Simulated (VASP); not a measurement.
# Cu (P6_3/mmc) in VASP: notebook, part 2 of 2

VASP 6.6.1. Earlier steps stand in the parts before.

## Step 3: Single point, PBEsol (strain +0.000 along x and y, -0.025 along z)

The input, INCAR:

```
SYSTEM = Cu
  PREC = Accurate
  ENCUT = 520
  EDIFF = 1E-7
  ISMEAR = 0
  SIGMA = 0.15
  LREAL = .FALSE.
  LASPH = .TRUE.
  NELM = 60
  ALGO = Fast
  ISIF = 2
  LWAVE = .FALSE.
  LCHARG = .FALSE.
  GGA = PS
  NBANDS = 18
```

The input, KPOINTS:

```
regular mesh
0
G
  30 30 14
  0 0 0
```

The input, POSCAR:

```
Cu
1.0
    2.5205910259      0.0000000000      0.0000000000
   -1.2602955130      2.1828958610      0.0000000000
    0.0000000000      0.0000000000      4.0136101881
Cu
2
Direct
    0.3333333333      0.6666666667      0.2500000000
    0.6666666667      0.3333333333      0.7500000000
```

Potentials or basis: VASP PAW PBE potentials, release 64 (Cu).

Launch:

```console
> cat potpaw_PBE.64/Cu/POTCAR > POTCAR
> mpirun -np 1 vasp_std > vasp.out
```

OUTCAR:

```text
SYSTEM = Cu
   PREC = Accurate
   ENCUT = 520
   EDIFF = 1E-7
   ISMEAR = 0
   LREAL = .FALSE.
   LASPH = .TRUE.
   NELM = 60
   ISIF = 2
   GGA = PS

 ion  position               nearest neighbor table
   1  0.333  0.667  0.250-   2 2.48   2 2.48   2 2.48   2 2.48   2 2.48   2 2.48
   2  0.667  0.333  0.750-   1 2.48   1 2.48   1 2.48   1 2.48   1 2.48   1 2.48

  LATTYP: Found a hexagonal cell.
 ALAT       =     2.5205910259
 C/A-ratio  =     1.5923290002

  Lattice vectors:

 A1 = (   2.5205910259,   0.0000000000,   0.0000000000)
 A2 = (  -1.2602955130,   2.1828958610,   0.0000000000)
 A3 = (   0.0000000000,   0.0000000000,   4.0136101881)

Analysis of symmetry for initial positions (statically):
=====================================================================
 Subroutine PRICEL returns:
 Original cell was already a primitive cell.

 Routine SETGRP: Setting up the symmetry group for a
 hexagonal supercell.

 Subroutine GETGRP returns: Found 24 space group operations
 (whereof 12 operations were pure point group operations)
 out of a pool of 24 trial point group operations.

The static configuration has the point symmetry D_3d.
 The point group associated with its full space group is D_6h.

Analysis of symmetry for dynamics (positions and initial velocities):
=====================================================================
 Subroutine PRICEL returns:
 Original cell was already a primitive cell.

 Routine SETGRP: Setting up the symmetry group for a
 hexagonal supercell.

 Subroutine GETGRP returns: Found 24 space group operations
 (whereof 12 operations were pure point group operations)
 out of a pool of 24 trial point group operations.

The dynamic configuration has the point symmetry D_3d.
 The point group associated with its full space group is D_6h.

 Subroutine INISYM returns: Found 24 space group operations
 (whereof 12 operations are pure point group operations),
 and found     1 'primitive' translations

----------------------------------------------------------------------------------------

                                     Primitive cell

  volume of cell :      22.0836

  direct lattice vectors                    reciprocal lattice vectors
     2.520591026  0.000000000  0.000000000     0.396732350  0.229053529  0.000000000
    -1.260295513  2.182895861  0.000000000     0.000000000  0.458107058  0.000000000
     0.000000000  0.000000000  4.013610188     0.000000000  0.000000000  0.249152248

  length of vectors
     2.520591026  2.520591026  4.013610188     0.458107058  0.458107058  0.249152248

  position of ions in fractional coordinates (direct lattice)
     0.333333333  0.666666667  0.250000000
     0.666666667  0.333333333  0.750000000

  ion indices of the primitive-cell ions
   primitive index   ion index
                 1           1
                 2           2

----------------------------------------------------------------------------------------

 KPOINTS: regular mesh

Automatic generation of k-mesh.
 Grid dimensions read from file:
 generate k-points for:   30   30   14

 Generating k-lattice:

  Cartesian coordinates                     Fractional coordinates (reciprocal lattice)
     0.013224412  0.007635118  0.000000000     0.033333333  0.000000000  0.000000000
     0.000000000  0.015270235  0.000000000     0.000000000  0.033333333  0.000000000
     0.000000000  0.000000000  0.017796589     0.000000000  0.000000000  0.071428571

  Length of vectors
     0.015270235  0.015270235  0.017796589

  Shift w.r.t. Gamma in fractional coordinates (k-lattice)
     0.000000000  0.000000000  0.000000000

 Subroutine IBZKPT returns following result:
 ===========================================

 Found    728 irreducible k-points:

 Following reciprocal coordinates:
            Coordinates               Weight
  0.000000  0.000000  0.000000      1.000000
  0.033333  0.000000  0.000000      6.000000
  0.066667 -0.000000  0.000000      6.000000
  0.100000  0.000000  0.000000      6.000000
  0.133333 -0.000000  0.000000      6.000000
  0.166667  0.000000  0.000000      6.000000
[... 16 lines left out ...]
  0.233333  0.033333  0.000000     12.000000
  0.266667  0.033333  0.000000     12.000000
 [... further k-points ...]
   k-points           NKPTS =    728   k-points in BZ     NKDIM =    728   number of bands    NBANDS=     18
   number of dos      NEDOS =    301   number of ions     NIONS =      2
   total plane-waves  NPLWV =  12000
   dimension x,y,z NGX =    20 NGY =   20 NGZ =   30
   dimension x,y,z NGXF=    40 NGYF=   40 NGZF=   60
   ions per type =               2
   NGX,Y,Z   is equivalent  to a cutoff of  13.19, 13.19, 12.43 a.u.
   NGXF,Y,Z  is equivalent  to a cutoff of  26.38, 26.38, 24.85 a.u.
 SYSTEM =  Cu
   PREC   = accura    normal or accurate (medium, high low for compatibility)
   ISTART =      0    job   : 0-new  1-cont  2-samecut
   ICHARG =      2    charge: 1-file 2-atom 10-const
   ISPIN  =      1    spin polarized calculation?
   LNONCOLLINEAR =      F non collinear calculations
   LSORBIT =      F    spin-orbit coupling
   LASPH  =      T    aspherical Exc in radial PAW
   ENCUT  =  520.0 eV  38.22 Ry    6.18 a.u.   4.69  4.69  7.46*2*pi/ulx,y,z
   NELM   =     60;   NELMIN=  2; NELMDL= -5     # of ELM steps
   EDIFF  = 0.1E-06   stopping-criterion for ELM
   LREAL  =      F    real-space projection
   EDIFFG = 0.1E-05   stopping-criterion for IOM
   NSW    =      0    number of steps for IOM
   IBRION =     -1    ionic relax: 0-MD 1-quasi-New 2-CG
   NFREE  =      0    steps in history (QN), initial steepest desc. (CG)
   ISIF   =      2    stress and relaxation
   ISYM   =      2    0-nonsym 1-usesym 2-fastsym
   POTIM  = 0.5000    time-step for ionic-motion
   TEBEG  =    0.0;   TEEND  =   0.0 temperature during run
   PSTRESS=    0.0 pullay stress
   NELECT =      22.0000    total number of electrons
   NUPDOWN=      -1.0000    fix difference up-down
   EMIN   =  10.00;   EMAX   =-10.00  energy-range for DOS
   EFERMI =   0.00;   METHOD = LEGACY
   ISMEAR =     0;   SIGMA  =   0.15  broadening in eV -4-tet -1-fermi 0-gaus
   EFERMI_NEDOS =   21; number of points for ismear=-14 and -15
   IALGO  =     68    algorithm
   IMIX   =      4    mixing-type and parameters
     AMIX     =   0.40;   BMIX     =  1.00
     AMIX_MAG =   1.60;   BMIX_MAG =  1.00
  volume/ion in A,a.u.               =      11.04        74.51
  Fermi-wavevector in a.u.,A,eV,Ry     =   1.635029  3.089757 36.372736  2.673321
  Thomas-Fermi vector in A             =   2.726570
   LORBIT       =      0    0 simple, 1 ext, 2 COOP (PROOUT), +10 PAW based schemes
   GGA     = PS    functional components
   LHFCALC =     F    Hartree Fock is set to
   AEXX    =    0.0000 exact exchange contribution
   IVDW    =     0    specifies the selected vdW correction
   LEPSILON=     F    determine dielectric tensor
   LRPA    =     F    only Hartree local field effects (RPA)
 non-spin polarized calculation
 RMM-DIIS sequential band-by-band and
 Gauss-broadening in eV      SIGMA  =   0.15
  energy-cutoff  :      520.00
  volume of cell :       22.08
 maximum number of plane-waves:       609
 NGX is ok and might be reduce to    20
   NGX =  9   NGY =  9   NGZ = 15

 number of electron      21.9999997 magnetization

 Free energy of the ion-electron system (eV)
  ---------------------------------------------------
  ext. energy  EPLUGINS =         0.00000000
  ---------------------------------------------------
  free energy    TOTEN  =        -8.58439636 eV

  energy without entropy =       -8.57894354  energy(sigma->0) =       -8.58166995

 E-fermi :   8.2417     XC(G=0): -13.3048

 val. band max:        8.2176543751   @ k =   0.2333   0.0333   0.2857
 cond. band min:       8.2506314529   @ k =   0.0667   0.0333   0.0000
 fundamental gap:      0.0329770778
 Fermi energy:         8.2417484514

 k-point     1 :       0.0000    0.0000    0.0000
  band No.  band energies     occupation
      1      -1.6541      2.00000
      2       2.8172      2.00000
      3       5.0771      2.00000
      4       5.0771      2.00000
      5       5.1099      2.00000
      6       5.3319      2.00000
[... 10 lines left out ...]
     17      32.1208      0.00000
     18      32.2111      0.00000
[... 463 lines left out ...]
 k-point    24 :       0.2667    0.0333    0.0000
  band No.  band energies     occupation
      1       0.8396      2.00000
      2       3.6178      2.00000
      3       4.1147      2.00000
      4       4.4750      2.00000
      5       5.1130      2.00000
      6       5.1198      2.00000
[... 10 lines left out ...]
     17      26.3752      0.00000
     18      29.2724      0.00000

 [... further k-points ...]

------------------------ aborting loop because EDIFF is reached ----------------------------------------

  FORCE on cell =-STRESS in cart. coord.  units (eV):
  Direction    XX          YY          ZZ          XY          YZ          ZX
  --------------------------------------------------------------------------------------
  -------------------------------------------------------------------------------------
  Total        0.4689877      0.4689877      1.3581117     -0.0000000      0.0000000      0.0000000
  in kB       34.0252621     34.0252621     98.5315885     -0.0000000      0.0000000      0.0000000
  external PRESSURE =      55.5273709 kB  Pullay stress =       0.0000000 kB

 VOLUME and BASIS-vectors are now :
 -----------------------------------------------------------------------------
  energy-cutoff  :      520.00
  volume of cell :       22.08
      direct lattice vectors                 reciprocal lattice vectors
     2.520591026  0.000000000  0.000000000     0.396732350  0.229053529  0.000000000
    -1.260295513  2.182895861  0.000000000     0.000000000  0.458107058  0.000000000
     0.000000000  0.000000000  4.013610188     0.000000000  0.000000000  0.249152248

 POSITION                                       TOTAL-FORCE (eV/Angst)
 -----------------------------------------------------------------------------------
     -0.00000      1.45526      1.00340         0.000000      0.000000      0.000000
      1.26030      0.72763      3.01021        -0.000000      0.000000      0.000000
 -----------------------------------------------------------------------------------
    total drift:                                0.000000     -0.000000      0.000000

  FREE ENERGIE OF THE ION-ELECTRON SYSTEM (eV)
  ---------------------------------------------------
  free  energy   TOTEN  =        -8.5843963635 eV

  energy  without entropy=       -8.5789435356  energy(sigma->0) =       -8.58166995
```

Wall time 6.1 min (1 thread of Intel Xeon 8259CL, shared host); peak memory 0.33 GiB.

What came out:

* Free energy: -8.5844 eV
* Pressure: 5.6 GPa
* Band gap on the k mesh: zero (bands 11 and 12 overlap by 6.10 eV)

Caveat: the cell differs from its parent crystal (strain +0.000 along x and y, -0.025 along z); the stress differs along the axes, from 3 to 10 GPa; the PAW data sets were made with another functional, which shifts forces and pressure a little.

The gap in the log of VASP goes by the Fermi energy; the results here count the filled bands.